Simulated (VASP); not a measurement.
A run of VASP 6.6.1:

File POSCAR:

```
C
1.0
    0.0000000000      1.7801457765      1.7801457765
    1.7801457765      0.0000000000      1.7801457765
    1.7801457765      1.7801457765      0.0000000000
C
2
Direct
    0.5000000000      0.5000000000      0.5000000000
    0.7500000000      0.7500000000      0.7500000000
```

INCAR.step1

```
SYSTEM = C
ALGO = Normal
EDIFF = 1E-5
ENCUT = 1430
GGA = PE
GGA_COMPAT = .False.
ISMEAR = 0
LASPH = .True.
LCHARG = .False.
LREAL = .False.
LWAVE = .True.
NBANDS = 11
NELM = 120
PREC = Accurate
SIGMA = 0.02
```

INCAR.step2

```
SYSTEM = C
ALGO = Normal
EDIFF = 1E-6
ENCUT = 1430
GGA_COMPAT = .False.
ISIF = 2
ISMEAR = 0
ISTART = 1
LASPH = .True.
LCHARG = .False.
LMIXTAU = .True.
LREAL = .False.
LWAVE = .False.
METAGGA = R2SCAN
NBANDS = 11
NELM = 120
PREC = Accurate
SIGMA = 0.02
```

The input KPOINTS:

```
k-points
0
Gamma
  12 12 12
  0 0 0
```

Potentials or basis: VASP PAW PBE potentials, release 64 (C_h).

Launch:

```console
$ cat potpaw_PBE.64/C_h/POTCAR > POTCAR
$ cp INCAR.step1 INCAR
$ mpirun -np 1 vasp_std > vasp.out
$ cp INCAR.step2 INCAR
$ mpirun -np 1 vasp_std > vasp.out
```

Hardware: 1 thread of Intel(R) Xeon(R) Platinum 8259CL CPU @ 2.50GHz (Skylake/Cascade Lake), on a shared host.

Problem. How long does it take, and how much memory?

Solution. Run time: 68 s on 1 thread of Intel(R) Xeon(R) Platinum 8259CL CPU @ 2.50GHz (Skylake/Cascade Lake), on a shared host, peak memory 0.19 GiB. Counts: k points 72.
